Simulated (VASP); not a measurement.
Write the native input for VASP 6.6.1 that does the following.

| Item | Value |
| --- | --- |
| Task | single point |
| Functional | PBEsol |
| Potentials or basis | VASP PAW PBE potentials, release 64 (Hf_pv) |
| Cutoff | 500 eV |
| k mesh | 9 × 9 × 9 |
| Occupations | gaussian, width 0.05 eV |
| Spin | no spin polarisation |
| Dipole correction | no |
| Further INCAR settings | ALGO = Normal; EDIFF = 1e-06; NBANDS = 11 |

The structure of Hf lies in POSCAR:

```
Hf
1.0
   -1.8050000000      1.8050000000      1.8050000000
    1.8050000000     -1.8050000000      1.8050000000
    1.8050000000      1.8050000000     -1.8050000000
Hf
1
Direct
    0.0000000000      0.0000000000      0.0000000000
```

One way to write it, as run:

INCAR

```
  PREC = Accurate
  ENCUT = 500
  EDIFF = 1E-6
  ISMEAR = 0
  SIGMA = 0.05
  LREAL = F
  LASPH = T
  NELM = 120
  ALGO = Normal
  ISIF = 2
  LWAVE = F
  LCHARG = T
  GGA = PS
  LELF = T
  LVHAR = T
  NBANDS = 11
  GGA_COMPAT = F
```

KPOINTS

```
regular mesh
0
Gamma
  9 9 9
```

Potentials or basis: VASP PAW PBE potentials, release 64 (Hf_pv).

The run is started by

```console
$ cat potpaw_PBE.64/Hf_pv/POTCAR > POTCAR
$ mpirun -np 1 vasp_std > vasp.out
```

Results of the run:

| Property | Result |
| --- | --- |
| Pressure | -9.3 GPa |
| Band gap on the k mesh | zero (band 5 reaches 5.55 eV, above the bottom of band 6 at 3.38 eV) |

Caveat: the PAW data sets were made with another functional, which shifts forces and pressure a little; spin-orbit coupling is left out, which moves the levels of the heavy elements.

Wall time 12 s on 1 thread of Intel Xeon 8259CL, with other jobs on the host, peak memory 0.14 GiB.
